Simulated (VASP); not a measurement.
# Al33N31 (a cell with a defect) in VASP: further runs

Al33N31 (a cell with a defect) is run at these levels: PBEsol, HSE06; tasks: single point.

All numbers are computed with VASP 6.6.1; they aren't measurements. Logs are shortened: lines on timing, memory, paths and dates and some standing lists are left out, and cuts for length are marked.

## 1. The cell of the first run

The cell holds a defect, 64 atoms: a = 8.755 Å, b = 8.755 Å, c = 8.755 Å, α = 90.00°, β = 90.00°, γ = 90.00°.

## 2. Single point, PBEsol

The input, INCAR:

```
ALGO = Normal
EDIFF = 1E-6
ENCUT = 520
GGA = PS
GGA_COMPAT = False
ISIF = 2
ISMEAR = -1
ISYM = -1
LASPH = True
LCHARG = True
LELF = True
LREAL = Auto
LVHAR = True
LWAVE = False
NBANDS = 165
NELECT = 252.0
NELM = 120
PREC = Accurate
SIGMA = 0.05
```

The input, KPOINTS:

```
explicit points
1
Reciprocal
  0.25000000   0.25000000   0.25000000 1
```

The input, POSCAR:

```
Al33N31
1.0
    8.7554440000      0.0000000000      0.0000000000
    0.0000000000      8.7554440000      0.0000000000
    0.0000000000      0.0000000000      8.7554440000
Al N
33 31
Direct
    0.0018260000      0.0003280000      0.0020710000
    0.0031080000      0.0044400000      0.5015710000
    0.0027580000      0.4966280000      0.0029970000
    0.0013740000      0.4951640000      0.5026640000
    0.5013470000      0.0044250000      0.0033340000
    0.5023140000      0.0135060000      0.5025580000
    0.5024380000      0.4951760000      0.0016130000
    0.4874170000      0.4636230000      0.4878120000
    0.5084280000      0.7216620000      0.5085850000
    0.2501370000      0.2483380000      0.9996990000
    0.2458800000      0.2442330000      0.4998600000
    0.2488040000      0.7486000000      0.0013570000
    0.2276180000      0.7479250000      0.4981200000
    0.7530950000      0.2497180000      0.0023230000
    0.7527150000      0.2480310000      0.5023290000
    0.7570450000      0.7495200000      0.0048920000
    0.7807110000      0.7515760000      0.5144050000
    0.2489340000      0.9997060000      0.2491530000
    0.2518820000      0.9984780000      0.7528460000
    0.2461350000      0.4963150000      0.2463640000
    0.2537770000      0.4982190000      0.7502980000
    0.7526360000      0.9985280000      0.2520870000
    0.7547880000      0.0010090000      0.7550090000
    0.7500680000      0.4982170000      0.2539860000
    0.7582220000      0.5050220000      0.7584270000
    0.9994560000      0.2483260000      0.2503550000
    0.0020850000      0.2497240000      0.7533320000
    0.0010990000      0.7486020000      0.2490300000
    0.0046750000      0.7495240000      0.7572750000
    0.4996330000      0.2442920000      0.2461410000
    0.5020900000      0.2479920000      0.7529650000
    0.4978870000      0.7479080000      0.2278440000
    0.5141050000      0.7515640000      0.7808800000
    0.1260560000      0.1252760000      0.1262880000
    0.1277350000      0.1224530000      0.6278850000
    0.1252910000      0.6240200000      0.1255480000
    0.1233800000      0.6217390000      0.6290740000
    0.6276560000      0.1224850000      0.1279840000
    0.6289580000      0.1244910000      0.6291740000
    0.6288600000      0.6217430000      0.1236150000
    0.3762210000      0.3729120000      0.1260190000
    0.3695820000      0.3621960000      0.6278790000
    0.3737080000      0.8780800000      0.1217010000
    0.3847840000      0.8625490000      0.6207500000
    0.8757030000      0.3750710000      0.1279770000
    0.8733280000      0.3763420000      0.6273360000
    0.8772040000      0.8751050000      0.1295670000
    0.8889180000      0.8829230000      0.6334640000
    0.3747630000      0.1232560000      0.3749640000
    0.3775060000      0.1230190000      0.8753310000
    0.3666870000      0.6319670000      0.3668600000
    0.3780680000      0.6223590000      0.8792670000
    0.8750840000      0.1230510000      0.3777280000
    0.8781190000      0.1263200000      0.8783620000
    0.8790010000      0.6223750000      0.3782910000
    0.8822960000      0.6263910000      0.8825300000
    0.1257780000      0.3728920000      0.3764410000
    0.1277350000      0.3750730000      0.8759580000
    0.1214660000      0.8780780000      0.3739210000
    0.1293220000      0.8750820000      0.8774620000
    0.6275910000      0.3623310000      0.3699000000
    0.6271150000      0.3763460000      0.8735470000
    0.6205470000      0.8625050000      0.3850190000
    0.6332340000      0.8828860000      0.8891240000
```

Potentials or basis: VASP PAW PBE potentials, release 64 (Al, N).

Run with:

```console
$ cat potpaw_PBE.64/Al/POTCAR potpaw_PBE.64/N/POTCAR > POTCAR
$ mpirun -np 1 vasp_std > vasp.out
```

OUTCAR:

```text
EDIFF = 1E-6
   ENCUT = 520
   GGA = PS
   ISIF = 2
   ISMEAR = -1
   ISYM = -1
   LASPH = True
   LREAL = Auto
   NELECT = 252.0
   NELM = 120
   PREC = Accurate

 ion  position               nearest neighbor table
   1  0.002  0.000  0.002-  34 1.89  54 1.89  47 1.91  60 1.91  23 3.06  18 3.06  16 3.07  29 3.07
                            26 3.07  10 3.07  14 3.08  27 3.08  28 3.09  12 3.09  22 3.09  19 3.09
   2  0.003  0.004  0.502-  48 1.86  35 1.87  53 1.87  59 1.88  17 2.95  13 2.98  11 2.99  15 3.06
                            26 3.07  27 3.08  18 3.09  22 3.10  19 3.10  23 3.11  28 3.15  29 3.16
   3  0.003  0.497  0.003-  56 1.88  36 1.88  58 1.89  45 1.89  20 3.01  25 3.03  26 3.07  10 3.07
                            27 3.07  14 3.07  28 3.08  12 3.08  16 3.09  29 3.09  24 3.12  21 3.12
   4  0.001  0.495  0.503-  46 1.88  57 1.89  55 1.89  37 1.90  17 2.96  13 2.97  11 3.07  15 3.07
                            27 3.07  26 3.09  25 3.09  24 3.10  21 3.10  20 3.10  28 3.14  29 3.15
   5  0.501  0.004  0.003-  64 1.86  38 1.87  50 1.87  43 1.88  33 2.95  32 2.98  30 2.99  31 3.06
                            10 3.07  14 3.08  18 3.09  19 3.10  22 3.10  23 3.11  12 3.15  16 3.16
   6  0.502  0.014  0.503-  39 1.84  49 1.85  44 1.97  63 1.97   9 2.56  31 3.00  15 3.00  11 3.02
                            30 3.02  19 3.10  22 3.10  23 3.13  18 3.14  13 3.35  32 3.35  33 3.35
   7  0.502  0.495  0.002-  62 1.88  41 1.89  52 1.89  40 1.90  33 2.96  32 2.97  30 3.07  31 3.07
                            14 3.07  10 3.09  25 3.09  21 3.10  24 3.10  20 3.10  12 3.14  16 3.15
   8  0.487  0.464  0.488-  42 1.83  61 1.83  51 2.10   9 2.27  11 2.86  30 2.86  31 3.00  15 3.00
                            20 3.00  21 3.09  24 3.09
   9  0.508  0.722  0.509-  63 1.91  44 1.91  51 1.92   8 2.27  17 2.40  33 2.40  32 2.47  13 2.47
                             6 2.56
  10  0.250  0.248  1.000-  58 1.89  34 1.89  41 1.91  50 1.91  27 3.06  20 3.06   5 3.07   3 3.07
                            30 3.07   1 3.07  19 3.08  18 3.08  31 3.09   7 3.09  21 3.09  26 3.10
  11  0.246  0.244  0.500-  35 1.86  42 1.87  57 1.88  49 1.90   8 2.86   2 2.99   6 3.02  18 3.07
                             4 3.07  26 3.07  27 3.08  19 3.09  21 3.12  20 3.13  30 3.14  31 3.15
  12  0.249  0.749  0.001-  60 1.87  36 1.88  43 1.90  52 1.91  32 2.95  33 3.02  29 3.02  28 3.07
                            20 3.08   3 3.08  19 3.09   1 3.09  18 3.09  21 3.10   7 3.14   5 3.15
  13  0.228  0.748  0.498-  59 1.83  37 1.84  51 1.96  44 2.01   9 2.47  28 2.95   4 2.97   2 2.98
                            29 2.99  18 3.11  21 3.12  20 3.12  19 3.14   6 3.35  32 3.35
  14  0.753  0.250  0.002-  54 1.88  45 1.89  38 1.91  62 1.93  26 3.06  23 3.07   7 3.07   3 3.07
                             5 3.08  30 3.08  27 3.08   1 3.08  25 3.09  24 3.10  31 3.10  22 3.10
  15  0.753  0.248  0.502-  53 1.88  61 1.88  46 1.89  39 1.89   8 3.00   6 3.00   2 3.06   4 3.07
                            24 3.09  26 3.09  23 3.09  22 3.09  27 3.10  31 3.10  30 3.15  25 3.18
  16  0.757  0.750  0.005-  47 1.87  56 1.87  64 1.89  40 1.90  33 2.89  32 2.99  28 3.02  25 3.04
                            29 3.07   1 3.07  22 3.07   3 3.09  24 3.10  23 3.10   7 3.15   5 3.16
  17  0.781  0.752  0.514-  48 1.82  55 1.85  63 2.05   9 2.40  29 2.89   2 2.95   4 2.96  28 3.02
                            23 3.04  25 3.04  22 3.16  24 3.19  33 3.30   6 3.35
  18  0.249  1.000  0.249-  34 1.88  43 1.89  59 1.89  49 1.90   1 3.06  11 3.07  30 3.07  10 3.08
                            26 3.08   5 3.09   2 3.09  12 3.09  28 3.09  13 3.11  32 3.11   6 3.14
  19  0.252  0.998  0.753-  60 1.87  50 1.88  35 1.89  44 2.03  29 3.07  10 3.08  12 3.09  11 3.09
                             1 3.09  31 3.09   5 3.10   2 3.10  27 3.10   6 3.10  13 3.14  33 3.16
  20  0.246  0.496  0.246-  36 1.87  41 1.89  57 1.89  51 1.91   8 3.00   3 3.01  10 3.06  26 3.06
                            12 3.08  28 3.08   7 3.10   4 3.10  32 3.12  13 3.12  30 3.13  11 3.13
[... 28 lines left out ...]
   TEBEG  =    0.0;   TEEND  =   0.0 temperature during run
   PSTRESS=    0.0 pullay stress
   NELECT =     252.0000    total number of electrons
   NUPDOWN=      -1.0000    fix difference up-down
   EMIN   =  10.00;   EMAX   =-10.00  energy-range for DOS
   EFERMI =   0.00;   METHOD = LEGACY
   ISMEAR =    -1;   SIGMA  =   0.05  broadening in eV -4-tet -1-fermi 0-gaus
   EFERMI_NEDOS =   21; number of points for ismear=-14 and -15
   IALGO  =     38    algorithm
   IMIX   =      4    mixing-type and parameters
     AMIX     =   0.40;   BMIX     =  1.00
     AMIX_MAG =   1.60;   BMIX_MAG =  1.00
  volume/ion in A,a.u.               =      10.49        70.77
  Fermi-wavevector in a.u.,A,eV,Ry     =   1.181037  2.231836 18.978065  1.394848
  Thomas-Fermi vector in A             =   2.317318
   LORBIT       =      0    0 simple, 1 ext, 2 COOP (PROOUT), +10 PAW based schemes
   GGA     = PS    functional components
   LHFCALC =     F    Hartree Fock is set to
   AEXX    =    0.0000 exact exchange contribution
   IVDW    =     0    specifies the selected vdW correction
   LEPSILON=     F    determine dielectric tensor
   LRPA    =     F    only Hartree local field effects (RPA)
 non-spin polarized calculation
  energy-cutoff  :      520.00
  volume of cell :      671.17
 maximum number of plane-waves:     18052
 NGX is ok and might be reduce to    70
   NGX = 33   NGY = 33   NGZ = 33

 number of electron     252.0000004 magnetization

 Free energy of the ion-electron system (eV)
  ---------------------------------------------------
  ext. energy  EPLUGINS =         0.00000000
  ---------------------------------------------------
  free energy    TOTEN  =      -501.67920033 eV

  energy without entropy =     -501.67566827  energy(sigma->0) =     -501.67743430

 E-fermi :   9.0405     XC(G=0): -11.0921

 val. band max:        8.7409368394   @ k =   0.2500   0.2500   0.2500
 cond. band min:       9.3419640223   @ k =   0.2500   0.2500   0.2500
 fundamental gap:      0.6010271829
 Fermi energy:         9.0404549562

 k-point     1 :       0.2500    0.2500    0.2500
  band No.  band energies     occupation
      1      -9.0162      2.00000
      2      -8.5008      2.00000
      3      -8.2930      2.00000
      4      -8.1465      2.00000
      5      -7.8912      2.00000
      6      -7.7882      2.00000
[... 130 lines left out ...]
    137      11.5436      0.00000
    138      11.5507      0.00000
 [bands above 138 left out]

------------------------ aborting loop because EDIFF is reached ----------------------------------------

  FORCE on cell =-STRESS in cart. coord.  units (eV):
  Direction    XX          YY          ZZ          XY          YZ          ZX
  --------------------------------------------------------------------------------------
  -------------------------------------------------------------------------------------
  Total       -2.2901443     -5.1150131     -2.2910893      3.8515273      3.8206359      7.7681338
  in kB       -5.4668720    -12.2102008     -5.4691279      9.1940960      9.1203544     18.5435447
  external PRESSURE =      -7.7154002 kB  Pullay stress =       0.0000000 kB

 VOLUME and BASIS-vectors are now :
 -----------------------------------------------------------------------------
  energy-cutoff  :      520.00
  volume of cell :      671.17
      direct lattice vectors                 reciprocal lattice vectors
     8.755444000  0.000000000  0.000000000     0.114214653  0.000000000  0.000000000
     0.000000000  8.755444000  0.000000000     0.000000000  0.114214653  0.000000000
     0.000000000  0.000000000  8.755444000     0.000000000  0.000000000  0.114214653

 POSITION                                       TOTAL-FORCE (eV/Angst)
 -----------------------------------------------------------------------------------
      0.01599      0.00287      0.01813         0.000511     -0.005332     -0.000785
      0.02721      0.03887      4.39148        -0.004844      0.002168     -0.001279
      0.02415      4.34820      0.02624        -0.000114     -0.005112      0.002372
      0.01203      4.33538      4.40105        -0.000253     -0.004896     -0.001721
      4.38952      0.03874      0.02919         0.002201      0.003230     -0.002016
      4.39798      0.11825      4.40012         0.000072     -0.015976     -0.002171
[... 56 lines left out ...]
      5.43316      7.55161      3.37101         0.002705      0.012294      0.004842
      5.54424      7.73006      7.78468         0.009694      0.013652     -0.011596
 -----------------------------------------------------------------------------------
    total drift:                                0.002767      0.008945      0.010536

  FREE ENERGIE OF THE ION-ELECTRON SYSTEM (eV)
  ---------------------------------------------------
  free  energy   TOTEN  =      -501.6792003273 eV

  energy  without entropy=     -501.6756682694  energy(sigma->0) =     -501.67743430
```

It took 5.7 min on 1 thread of Intel Xeon Platinum 8488C (Sapphire Rapids), shared host; peak memory 0.68 GiB.

Results:

```yaml
Free_energy: -501.6792 eV
Largest_force: 0.051 eV/Å
```

Forces on the atoms (eV/Å):
```
Al   0.001 -0.005 -0.001
Al  -0.005  0.002 -0.001
Al   0.000 -0.005  0.002
Al   0.000 -0.005 -0.002
Al   0.002  0.003 -0.002
Al   0.000 -0.016 -0.002
Al   0.001 -0.007  0.000
Al  -0.017 -0.006 -0.023
Al  -0.004  0.050  0.008
Al   0.004 -0.002 -0.001
Al   0.009  0.002 -0.007
Al  -0.003 -0.004 -0.002
Al   0.013  0.002 -0.001
Al  -0.002  0.000 -0.001
Al  -0.006  0.004  0.000
Al   0.001 -0.004 -0.009
Al   0.013 -0.016 -0.021
Al   0.000 -0.001 -0.001
Al   0.006 -0.001 -0.005
Al   0.006 -0.002  0.004
Al  -0.006 -0.001  0.001
Al  -0.010 -0.007  0.012
Al   0.000  0.008  0.002
Al   0.000  0.001 -0.002
Al   0.003  0.006  0.002
Al   0.000  0.000  0.005
Al   0.000 -0.002 -0.002
Al  -0.003 -0.003 -0.002
Al  -0.011 -0.005  0.000
Al  -0.005  0.002  0.012
Al   0.003  0.005 -0.005
Al   0.000  0.006  0.007
Al  -0.018 -0.016  0.013
N    0.000 -0.002 -0.001
N    0.000  0.003 -0.002
N    0.006  0.006  0.004
N   -0.001 -0.007  0.005
N   -0.005  0.003 -0.002
N    0.003 -0.001  0.004
N    0.005 -0.007 -0.004
N    0.002  0.002 -0.002
N    0.002  0.008  0.004
N   -0.009  0.005  0.001
N    0.007  0.008  0.003
N    0.000 -0.001  0.000
N    0.007 -0.009 -0.003
N    0.003 -0.002 -0.004
N   -0.008  0.015  0.014
N   -0.009  0.001 -0.006
N   -0.002  0.003  0.005
N    0.010 -0.037  0.014
N   -0.007 -0.006 -0.005
N    0.006  0.002  0.001
N    0.001  0.001  0.001
N   -0.001 -0.009 -0.005
N    0.008  0.010  0.007
N    0.000  0.003  0.003
N    0.002  0.000 -0.003
N    0.001  0.005 -0.008
N    0.000  0.000  0.000
N    0.003  0.004  0.002
N   -0.005 -0.008  0.006
N    0.003  0.012  0.005
N    0.010  0.014 -0.012
```

Levels at points of the mesh, in eV from the Fermi level:
| k point | band 124 | band 125 | band 126 | band 127 | band 128 | band 129 |
| --- | --- | --- | --- | --- | --- | --- |
| (0.25, 0.25, 0.25) | -3.23 | -3.02 | -0.30 | 0.30 | 0.46 | 0.90 |

Caveat: the cell carries a net charge on a neutralising background, which shifts energy and pressure; the cell is charged against a uniform background, so pressure and absolute levels hang on convention; the PAW data sets were made with another functional, which shifts forces and pressure a little.

(Part 1 of 2 ends here.)
